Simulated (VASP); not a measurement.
Set up this calculation in VASP 6.6.1, as the native input.

| Item | Value |
| --- | --- |
| Task | single point |
| Functional | PBE |
| Potentials or basis | VASP PAW PBE potentials, release 64 (In_d, As) |
| Cutoff | 520 eV |
| k mesh | 10 × 10 × 10 |
| Occupations | fermi-dirac, width 0.08 eV |
| Spin | no spin polarisation |
| Dipole correction | no |
| Further INCAR settings | ALGO = Normal; EDIFF = 1e-06; NBANDS = 16 |

The structure of InAs lies in POSCAR:

```
InAs
1.0
    0.0000000000      3.0240000000      3.0240000000
    3.0240000000      0.0000000000      3.0240000000
    3.0240000000      3.0240000000      0.0000000000
In As
1 1
Direct
    0.0000000000      0.0000000000      0.0000000000
    0.7500000000      0.7500000000      0.7500000000
```

The input as run:

INCAR

```
ALGO = Normal
EDIFF = 1E-6
ENCUT = 520
GGA = PE
ISIF = 2
ISMEAR = -1
LASPH = T
LCHARG = F
LREAL = F
LWAVE = F
NBANDS = 16
NELM = 60
PREC = Accurate
SIGMA = 0.08
```

KPOINTS

```
k-points
0
Gamma
  10 10 10
```

Potentials or basis: VASP PAW PBE potentials, release 64 (In_d, As).

Run with:

```console
$ cat potpaw_PBE.64/In_d/POTCAR potpaw_PBE.64/As/POTCAR > POTCAR
$ mpirun -np 1 vasp_std > vasp.out
```

Results of the run:

The pressure is 3.9 GPa and the band gap on the k mesh is zero (filled and empty bands touch).

Caveat: spin-orbit coupling is left out, which moves the levels of the heavy elements.

Wall time 39 s on 1 thread of Intel Xeon 8259CL (shared host), peak memory 0.2 GiB.
